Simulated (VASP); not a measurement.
The system is PtS2.

```
Pt S
1.0
     3.23826    0.00000    0.00000
    -1.61913    2.80441    0.00000
     0.00000    0.00000   12.15853
Pt S
2 4
Direct
  0.33333 0.66667 0.25000
  0.66667 0.33333 0.75000
  0.66667 0.33333 0.38002
  0.66667 0.33333 0.11998
  0.33333 0.66667 0.88002
  0.33333 0.66667 0.61998
```

* Program: VASP 6.6.1
* Task: relaxation of cell and atoms
* Functional: PBE
* Dispersion: D3(BJ)
* Potentials or basis: VASP PAW PBE potentials, release 64 (Pt, S)
* Cutoff: 600 eV
* k mesh: 12 × 12 × 2
* Occupations: fermi-dirac, width 0.02 eV
* Spin: no spin polarisation

At the start: pressure 0.7 GPa; volume 18.40 Å³/atom.

**Question.** Where does the relaxation end?

**Answer.** Over 28 steps the energy falls by 107.7 meV/atom and the volume is 17.72 Å³/atom (-3.7 %); space group P6_3/mmc (No. 194, to 0.1 Å) before and after.

The path:
```csv
step,energy change (eV),largest force (eV/Å),pressure (GPa),volume (Å³)
1,0.0000,0.3028,0.69,110.42
2,-0.3400,0.0432,0.36,111.51
3,-0.5444,0.3338,0.13,112.38
4,-0.5535,0.3937,0.20,112.50
5,-0.5744,0.0926,-2.28,113.12
6,-0.5744,0.0889,-2.31,113.13
7,-0.5883,0.0875,-2.20,112.36
8,-0.6221,0.0605,-1.66,110.09
9,-0.6337,0.0192,-0.04,105.58
10,-0.6396,0.0041,-0.60,107.16
11,-0.6433,0.0542,-0.01,106.76
12,-0.6439,0.0870,0.34,106.55
13,-0.6456,0.0410,0.02,106.72
14,-0.6459,0.0052,-0.24,106.86
15,-0.6459,0.0133,-0.17,106.83
16,-0.6460,0.0207,-0.04,106.67
17,-0.6461,0.0232,0.01,106.62
18,-0.6461,0.0236,0.02,106.61
19,-0.6461,0.0161,-0.01,106.57
20,-0.6462,0.0061,-0.10,106.47
21,-0.6463,0.0017,-0.01,106.37
22,-0.6463,0.0003,0.02,106.33
23,-0.6463,0.0036,0.08,106.24
24,-0.6463,0.0012,0.02,106.31
25,-0.6463,0.0021,0.04,106.28
26,-0.6463,0.0026,0.06,106.29
27,-0.6463,0.0018,0.04,106.30
28,-0.6463,0.0010,0.01,106.30
```

Final structure:
```xyz
6
Lattice="3.4280 0.0000 0.0000 -1.7140 2.9687 0.0000 0.0000 0.0000 10.4457" Properties=species:S:1:pos:R:3 pbc="T T T"
Pt    0.0000    1.9792    2.6114
Pt    1.7140    0.9896    7.8343
S     1.7140    0.9896    4.0332
S     1.7140    0.9896    1.1897
S     0.0000    1.9792    9.2560
S     0.0000    1.9792    6.4125
```
